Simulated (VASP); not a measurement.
Wanted: the native input for a VASP 6.6.1 run.

| Property | Result |
| --- | --- |
| Task | single point |
| Functional | PBE |
| Potentials or basis | VASP PAW PBE potentials, release 64 (Sc_sv, Si, S) |
| Cutoff | 520 eV |
| k mesh | 4 × 4 × 4 |
| Occupations | gaussian, width 0.1 eV |
| Spin | collinear spin |
| Starting moments | [1.0, 0.0, 0.0, 0.0, 0.0] μB |
| Dipole correction | no |
| Further INCAR settings | ALGO = Normal; EDIFF = 1e-07; NBANDS = 28 |

The structure of ScSiS3 lies in POSCAR:

```
ScSiS3
1.0
    4.5158673976      0.0000000000      0.0000000000
    0.0000000000      4.5158673976      0.0000000000
    0.0000000000      0.0000000000      4.5158673976
Sc Si S
1 1 3
Direct
    0.0000000000      0.0000000000      0.0000000000
    0.5000000000      0.5000000000      0.5000000000
    0.0000000000      0.5000000000      0.5000000000
    0.5000000000      0.0000000000      0.5000000000
    0.5000000000      0.5000000000      0.0000000000
```

The cell was generated, and may not be a known phase.

The input as run:

INCAR

```
ALGO = Normal
EDIFF = 1E-7
ENCUT = 520
GGA = PE
ISIF = 2
ISMEAR = 0
ISPIN = 2
LASPH = T
LCHARG = F
LMAXMIX = 4
LORBIT = 11
LREAL = F
LWAVE = F
MAGMOM = 1 0 0 0 0
NBANDS = 28
NELM = 150
PREC = Accurate
SIGMA = 0.1
```

KPOINTS

```
k-points
0
Gamma
  4 4 4
```

Potentials or basis: VASP PAW PBE potentials, release 64 (Sc_sv, Si, S).

Command:

```bash
$ cat potpaw_PBE.64/Sc_sv/POTCAR potpaw_PBE.64/Si/POTCAR potpaw_PBE.64/S/POTCAR > POTCAR
$ mpirun -np 1 vasp_std > vasp.out
```

Results of the run:

```json
{"Pressure": "0.1 GPa", "Net moment": "0.00 μB per cell", "Valence electrons inside the program's atomic spheres": "Sc 8.97; Si 1.53; S 3.75"}
```

It took 90 s on 1 thread of Intel Xeon 8259CL, on a shared host, peak memory 0.26 GiB.
